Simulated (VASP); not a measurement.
# Yb (Fm-3m) in VASP: notebook

Runs on Yb. Level: PBE. Tasks: single point.

Program: VASP 6.6.1. These are calculated values, not measurements. Logs are shortened: lines on timing, memory, paths and dates and some standing lists are left out, and cuts for length are marked.

## Step 1: The cell of the first run

Symmetry: Fm-3m, No. 225, cubic system. Conventional cell: a = 4.300 Å, b = 4.300 Å, c = 4.300 Å, α = 90.00°, β = 90.00°, γ = 90.00°. Within 4.0 Å of Yb (site symmetry m-3m) lie 12 Yb at 3.04 Å.

## Step 2: Single point, PBE, collinear spin, ferromagnetic start

INCAR reads:

```
SYSTEM = Yb
PREC     = Accurate       ! precision mode
ENCUT    = 520            ! plane-wave cutoff, eV
EDIFF    = 1E-6           ! SCF threshold, eV
ISMEAR   = -1             ! smearing method
SIGMA    = 0.05           ! smearing width, eV
LREAL    = .False.        ! projectors in reciprocal space
LASPH    = .True.         ! aspherical terms in the spheres
NELM     = 150            ! most SCF steps
ALGO     = Normal         ! electronic algorithm
ISIF     = 2              ! what is computed and relaxed
LWAVE    = .False.        ! write WAVECAR
LCHARG   = .False.        ! write CHGCAR
ISPIN    = 2              ! spin polarisation
MAGMOM   = 1              ! initial moments
LORBIT   = 11             ! projections on sites
LMAXMIX  = 6              ! l up to which the mixer works
GGA      = PE             ! functional
NBANDS   = 22             ! bands
```

KPOINTS reads:

```
regular mesh
0
Gamma
  8 8 8
  0 0 0
```

POSCAR reads:

```
Yb
1.0
    0.0000000000      2.1499023596      2.1499023596
    2.1499023596      0.0000000000      2.1499023596
    2.1499023596      2.1499023596      0.0000000000
Yb
1
Direct
    0.0000000000      0.0000000000      0.0000000000
```

Potentials or basis: VASP PAW PBE potentials, release 64 (Yb).

The run is started by

```sh
$ cat potpaw_PBE.64/Yb/POTCAR > POTCAR
$ mpirun -np 1 vasp_std > vasp.out
```

OUTCAR:

```text
SYSTEM = Yb
   PREC = Accurate
   ENCUT = 520
   EDIFF = 1E-6
   ISMEAR = -1
   LREAL = .False.
   LASPH = .True.
   NELM = 150
   ISIF = 2
   ISPIN = 2
   LORBIT = 11
   GGA = PE

 ion  position               nearest neighbor table
   1  0.000  0.000  0.000-

  LATTYP: Found a face centered cubic cell.
 ALAT       =     4.2998047192

  Lattice vectors:

 A1 = (   0.0000000000,   2.1499023596,   2.1499023596)
 A2 = (   2.1499023596,   0.0000000000,   2.1499023596)
 A3 = (   2.1499023596,   2.1499023596,   0.0000000000)

Analysis of symmetry for initial positions (statically):
=====================================================================
 Subroutine PRICEL returns:
 Original cell was already a primitive cell.

 Routine SETGRP: Setting up the symmetry group for a
 face centered cubic supercell.

 Subroutine GETGRP returns: Found 48 space group operations
 (whereof 48 operations were pure point group operations)
 out of a pool of 48 trial point group operations.

The static configuration has the point symmetry O_h .

Analysis of symmetry for dynamics (positions and initial velocities):
=====================================================================
 Subroutine PRICEL returns:
 Original cell was already a primitive cell.

 Routine SETGRP: Setting up the symmetry group for a
 face centered cubic supercell.

 Subroutine GETGRP returns: Found 48 space group operations
 (whereof 48 operations were pure point group operations)
 out of a pool of 48 trial point group operations.

The dynamic configuration has the point symmetry O_h .

Analysis of structural, dynamic, and magnetic symmetry:
=====================================================================
 Subroutine PRICEL returns:
 Original cell was already a primitive cell.

 Routine SETGRP: Setting up the symmetry group for a
 face centered cubic supercell.

 Subroutine GETGRP returns: Found 48 space group operations
 (whereof 48 operations were pure point group operations)
 out of a pool of 48 trial point group operations.

The overall configuration has the point symmetry O_h .

 Subroutine INISYM returns: Found 48 space group operations
 (whereof 48 operations are pure point group operations),
 and found     1 'primitive' translations

----------------------------------------------------------------------------------------

                                     Primitive cell

  volume of cell :      19.8740

  direct lattice vectors                    reciprocal lattice vectors
[... 95 lines left out ...]
   PSTRESS=    0.0 pullay stress
   NELECT =      24.0000    total number of electrons
   NUPDOWN=      -1.0000    fix difference up-down
   EMIN   =  10.00;   EMAX   =-10.00  energy-range for DOS
   EFERMI =   0.00;   METHOD = LEGACY
   ISMEAR =    -1;   SIGMA  =   0.05  broadening in eV -4-tet -1-fermi 0-gaus
   EFERMI_NEDOS =   21; number of points for ismear=-14 and -15
   IALGO  =     38    algorithm
   IMIX   =      4    mixing-type and parameters
     AMIX     =   0.40;   BMIX     =  1.00
     AMIX_MAG =   1.60;   BMIX_MAG =  1.00
  volume/ion in A,a.u.               =      19.87       134.12
  Fermi-wavevector in a.u.,A,eV,Ry     =   1.743344  3.294443 41.351500  3.039249
  Thomas-Fermi vector in A             =   2.815435
   LORBIT       =     11    0 simple, 1 ext, 2 COOP (PROOUT), +10 PAW based schemes
   GGA     = PE    functional components
   LHFCALC =     F    Hartree Fock is set to
   AEXX    =    0.0000 exact exchange contribution
   IVDW    =     0    specifies the selected vdW correction
   LEPSILON=     F    determine dielectric tensor
   LRPA    =     F    only Hartree local field effects (RPA)
 spin polarized calculation
  energy-cutoff  :      520.00
  volume of cell :       19.87
 maximum number of plane-waves:       546
   NGX = 11   NGY = 11   NGZ = 11

 number of electron      24.0000007 magnetization       0.0039025

 number of electron      24.0000007 magnetization      -0.0005620

 Free energy of the ion-electron system (eV)
  ---------------------------------------------------
  ext. energy  EPLUGINS =         0.00000000
  ---------------------------------------------------
  free energy    TOTEN  =        -2.63677140 eV

  energy without entropy =       -2.62577772  energy(sigma->0) =       -2.63127456

 E-fermi :   3.6729     XC(G=0): -12.4604

 val. band max:        3.6662356052   @ k =  -0.3750   0.2500   0.0000
 cond. band min:       3.8453050404   @ k =  -0.3750   0.3750   0.0000
 fundamental gap:      0.1790694352
 Fermi energy:         3.6729217378

 spin component 1

 k-point     1 :       0.0000    0.0000    0.0000
  band No.  band energies     occupation
      1     -47.7614      1.00000
      2     -19.0822      1.00000
      3     -19.0822      1.00000
      4     -19.0822      1.00000
      5      -2.2659      1.00000
      6       2.7589      1.00000
[... 589 lines left out ...]
     21      23.7723      0.00000
     22      29.9592      0.00000

 [... further k-points ...]

 spin component 2

 k-point     1 :       0.0000    0.0000    0.0000
  band No.  band energies     occupation
      1     -47.7616      1.00000
      2     -19.0823      1.00000
      3     -19.0823      1.00000
      4     -19.0823      1.00000
      5      -2.2659      1.00000
      6       2.7582      1.00000
[... 589 lines left out ...]
     21      23.7724      0.00000
     22      29.9592      0.00000

 [... further k-points ...]
[... 5 lines left out ...]
  --------------------------------------------------------------------------------------
  -------------------------------------------------------------------------------------
  Total        3.8167985      3.8167985      3.8167985      0.0000000     -0.0000000      0.0000000
  in kB      307.6972446    307.6972446    307.6972446      0.0000000     -0.0000000      0.0000000
  external PRESSURE =     307.6972446 kB  Pullay stress =       0.0000000 kB

 VOLUME and BASIS-vectors are now :
 -----------------------------------------------------------------------------
  energy-cutoff  :      520.00
  volume of cell :       19.87
      direct lattice vectors                 reciprocal lattice vectors
     0.000000000  2.149902360  2.149902360    -0.232568701  0.232568701  0.232568701
     2.149902360  0.000000000  2.149902360     0.232568701 -0.232568701  0.232568701
     2.149902360  2.149902360  0.000000000     0.232568701  0.232568701 -0.232568701

 POSITION                                       TOTAL-FORCE (eV/Angst)
 -----------------------------------------------------------------------------------
      0.00000      0.00000      0.00000         0.000000      0.000000      0.000000
 -----------------------------------------------------------------------------------
    total drift:                                0.000000      0.000000     -0.000000

  FREE ENERGIE OF THE ION-ELECTRON SYSTEM (eV)
  ---------------------------------------------------
  free  energy   TOTEN  =        -2.6367714036 eV

  energy  without entropy=       -2.6257777215  energy(sigma->0) =       -2.63127456

 total charge

# of ion       s       p       d       f       tot
--------------------------------------------------
    1        2.317   6.034   0.759  13.484  22.594

 magnetization (x)

# of ion       s       p       d       f       tot
--------------------------------------------------
    1       -0.000   0.000   0.000  -0.000  -0.000
```

stdout:

```text
POSCAR found type information on POSCAR Yb
 POSCAR found :  1 types and       1 ions
 scaLAPACK will be used
 LDA part: xc-table for (Slater+PW92), standard interpolation
 POSCAR, INCAR and KPOINTS ok, starting setup
 FFT: planning ... GRIDC
 FFT: planning ... GRID_SOFT
 FFT: planning ... GRID
 WAVECAR not read
 entering main loop
```

It took 36 s on 1 thread of Intel Xeon 6975P-C (Granite Rapids), shared host; peak memory 0.17 GiB.

What came out:

* Free energy: -2.6368 eV
* Pressure: 30.8 GPa
* Band gap on the k mesh: zero (filled and empty bands overlap)
* Net moment: 0.00 μB per cell
* Valence electrons inside the program's atomic spheres: Yb 22.59

Caveat: the cell stands under pressure; spin-orbit coupling is left out, which moves the levels of the heavy elements. The state reached can hang on the start; a lower one may exist.

## Step 3: Single point, PBE, collinear spin, ferromagnetic start

This run uses another cell than the first one, of 22.11 Å³/atom.

INCAR reads:

```
SYSTEM = Yb
  PREC = Accurate
  ENCUT = 520
  EDIFF = 1E-6
  ISMEAR = -1
  SIGMA = 0.05
  LREAL = .False.
  LASPH = .True.
  NELM = 150
  ALGO = Normal
  ISIF = 2
  LWAVE = .False.
  LCHARG = .False.
  ISPIN = 2
  MAGMOM = 1
  LORBIT = 11
  LMAXMIX = 6
  GGA = PE
  NBANDS = 22
```

KPOINTS reads:

```
Automatic mesh
0
Gamma
  8 8 8
  0 0 0
```

POSCAR reads:

```
Yb
1.0
    0.0000000000      2.2276169309      2.2276169309
    2.2276169309      0.0000000000      2.2276169309
    2.2276169309      2.2276169309      0.0000000000
Yb
1
Direct
    0.0000000000      0.0000000000      0.0000000000
```

Potentials or basis: VASP PAW PBE potentials, release 64 (Yb).

The run is started by

```sh
$ cat potpaw_PBE.64/Yb/POTCAR > POTCAR
$ mpirun -np 1 vasp_std > vasp.out
```

OUTCAR:

```text
SYSTEM = Yb
   PREC = Accurate
   ENCUT = 520
   EDIFF = 1E-6
   ISMEAR = -1
   LREAL = .False.
   LASPH = .True.
   NELM = 150
   ISIF = 2
   ISPIN = 2
   LORBIT = 11
   GGA = PE

 ion  position               nearest neighbor table
   1  0.000  0.000  0.000-

  LATTYP: Found a face centered cubic cell.
 ALAT       =     4.4552338618

  Lattice vectors:

 A1 = (   0.0000000000,   2.2276169309,   2.2276169309)
 A2 = (   2.2276169309,   0.0000000000,   2.2276169309)
 A3 = (   2.2276169309,   2.2276169309,   0.0000000000)

Analysis of symmetry for initial positions (statically):
=====================================================================
 Subroutine PRICEL returns:
[... 1405 lines left out ...]
  Total        2.7748452      2.7748452      2.7748452      0.0000000      0.0000000      0.0000000
  in kB      201.0934029    201.0934029    201.0934029      0.0000000      0.0000000      0.0000000
  external PRESSURE =     201.0934029 kB  Pullay stress =       0.0000000 kB

 VOLUME and BASIS-vectors are now :
 -----------------------------------------------------------------------------
  energy-cutoff  :      520.00
  volume of cell :       22.11
      direct lattice vectors                 reciprocal lattice vectors
     0.000000000  2.227616931  2.227616931    -0.224455109  0.224455109  0.224455109
     2.227616931  0.000000000  2.227616931     0.224455109 -0.224455109  0.224455109
     2.227616931  2.227616931  0.000000000     0.224455109  0.224455109 -0.224455109

 POSITION                                       TOTAL-FORCE (eV/Angst)
 -----------------------------------------------------------------------------------
      0.00000      0.00000      0.00000         0.000000      0.000000     -0.000000
 -----------------------------------------------------------------------------------
    total drift:                                0.000000      0.000000      0.000000

  FREE ENERGIE OF THE ION-ELECTRON SYSTEM (eV)
  ---------------------------------------------------
  free  energy   TOTEN  =        -2.9837820909 eV

  energy  without entropy=       -2.9703722647  energy(sigma->0) =       -2.97707718

 total charge

# of ion       s       p       d       f       tot
--------------------------------------------------
    1        2.295   6.021   0.640  13.497  22.454

 magnetization (x)

# of ion       s       p       d       f       tot
--------------------------------------------------
    1        0.000  -0.000  -0.000  -0.000  -0.000
```

Run time: 45 s. Hardware: 1 thread of Intel Xeon 6975P-C (Granite Rapids), shared host; peak memory 0.17 GiB.

Results:

| Property | Result |
| --- | --- |
| Free energy | -2.9838 eV |
| Pressure | 20.1 GPa |
| Band gap on the k mesh | zero (filled and empty bands overlap) |
| Net moment | 0.00 μB per cell |
| Valence electrons inside the program's atomic spheres | Yb 22.45 |

Levels at points of the mesh, in eV from the Fermi level:
Spin up:
| k point | band 8 | band 9 | band 10 | band 11 | band 12 | band 13 | band 14 | band 15 | band 16 | band 17 |
| --- | --- | --- | --- | --- | --- | --- | --- | --- | --- | --- |
| (0.00, 0.00, 0.00) | -0.55 | -0.55 | -0.30 | -0.30 | -0.30 | 3.45 | 3.45 | 3.45 | 6.93 | 6.93 |
| (0.50, 0.00, 0.00) | -0.56 | -0.46 | -0.35 | -0.35 | -0.29 | 2.49 | 3.07 | 3.07 | 9.59 | 9.59 |
| (0.50, 0.50, 0.00) | -0.52 | -0.52 | -0.48 | -0.38 | -0.38 | -0.38 | 4.73 | 9.65 | 10.43 | 10.43 |
Spin down:
| k point | band 8 | band 9 | band 10 | band 11 | band 12 | band 13 | band 14 | band 15 | band 16 | band 17 |
| --- | --- | --- | --- | --- | --- | --- | --- | --- | --- | --- |
| (0.00, 0.00, 0.00) | -0.55 | -0.55 | -0.30 | -0.30 | -0.30 | 3.45 | 3.45 | 3.45 | 6.93 | 6.93 |
| (0.50, 0.00, 0.00) | -0.56 | -0.47 | -0.35 | -0.35 | -0.29 | 2.49 | 3.07 | 3.07 | 9.59 | 9.59 |
| (0.50, 0.50, 0.00) | -0.52 | -0.52 | -0.48 | -0.38 | -0.38 | -0.38 | 4.73 | 9.65 | 10.43 | 10.43 |

Caveat: the cell stands under pressure; spin-orbit coupling is left out, which moves the levels of the heavy elements. The state reached can hang on the start; a lower one may exist.

## Step 4: Single point, PBE, collinear spin, ferromagnetic start

This run uses another cell than the first one, of 26.12 Å³/atom.

INCAR, as its differences from that of step 3:

```diff
@@ -12,3 +12,3 @@
   LWAVE = .False.
-  LCHARG = .False.
+  LCHARG = .True.
   ISPIN = 2
@@ -18,2 +18,4 @@
   GGA = PE
+  LELF = .True.
+  LVHAR = .True.
   NBANDS = 22
```

KPOINTS is that of step 3.

POSCAR reads:

```
Yb
1.0
    0.0000000000      2.3550489655      2.3550489655
    2.3550489655      0.0000000000      2.3550489655
    2.3550489655      2.3550489655      0.0000000000
Yb
1
Direct
    0.0000000000      0.0000000000      0.0000000000
```

The run is started by

```sh
$ cat potpaw_PBE.64/Yb/POTCAR > POTCAR
$ mpirun -np 1 vasp_std > vasp.out
```

It took 62 s on 1 thread of Intel Xeon 6975P-C (Granite Rapids), shared host; peak memory 0.2 GiB.

The run converged. Its results:

```yaml
Free_energy: -3.3461 eV
Pressure: 10.2 GPa
Band_gap_on_the_k_mesh: zero (filled and empty bands overlap)
Net_moment: 0.00 μB per cell
Valence_electrons_inside_the_program's_atomic_spheres: Yb 22.29
```

Levels at points of the mesh, in eV from the Fermi level:
Spin up:
```
           k point  band 8  band 9  band 10  band 11  band 12  band 13  band 14  band 15  band 16  band 17
(0.00, 0.00, 0.00)   -0.46   -0.46    -0.28    -0.28    -0.28     3.26     3.26     3.26     6.20     6.20
(0.50, 0.00, 0.00)   -0.47   -0.42    -0.31    -0.31    -0.27     1.52     2.95     2.95     8.41     8.41
(0.50, 0.50, 0.00)   -0.45   -0.42    -0.41    -0.34    -0.33    -0.33     3.40     8.46     9.10     9.10
```
Spin down:
| k point | band 8 | band 9 | band 10 | band 11 | band 12 | band 13 | band 14 | band 15 | band 16 | band 17 |
| --- | --- | --- | --- | --- | --- | --- | --- | --- | --- | --- |
| (0.00, 0.00, 0.00) | -0.46 | -0.46 | -0.28 | -0.28 | -0.28 | 3.26 | 3.26 | 3.26 | 6.20 | 6.20 |
| (0.50, 0.00, 0.00) | -0.47 | -0.42 | -0.31 | -0.31 | -0.27 | 1.52 | 2.95 | 2.95 | 8.41 | 8.41 |
| (0.50, 0.50, 0.00) | -0.45 | -0.42 | -0.41 | -0.34 | -0.33 | -0.33 | 3.40 | 8.46 | 9.10 | 9.10 |

Caveat: the cell stands under pressure; spin-orbit coupling is left out, which moves the levels of the heavy elements.

## Step 5: The runs side by side

```csv
cell,gap on the mesh (eV),pressure (GPa),moment (μB)
"a = 3.040 Å, angles 60.0°, 1 atom",none,30.8,0.00
"a = 3.150 Å, angles 60.0°, 1 atom",none,20.1,0.00
"a = 3.331 Å, angles 60.0°, 1 atom",none,10.2,0.00
```

Alike in all rows: task single point; level PBE; potentials or basis VASP PAW PBE potentials, release 64 (Yb); spin collinear, ferromagnetic start; k mesh 8 × 8 × 8; cutoff (eV) 520; smearing fermi-dirac 0.05 eV.

Caveats: the cell stands under pressure; spin-orbit coupling is left out, which moves the levels of the heavy elements.

Absolute energies hang on the potentials; compare differences alone.

The gap in the log of VASP goes by the Fermi energy; the results here count the filled bands.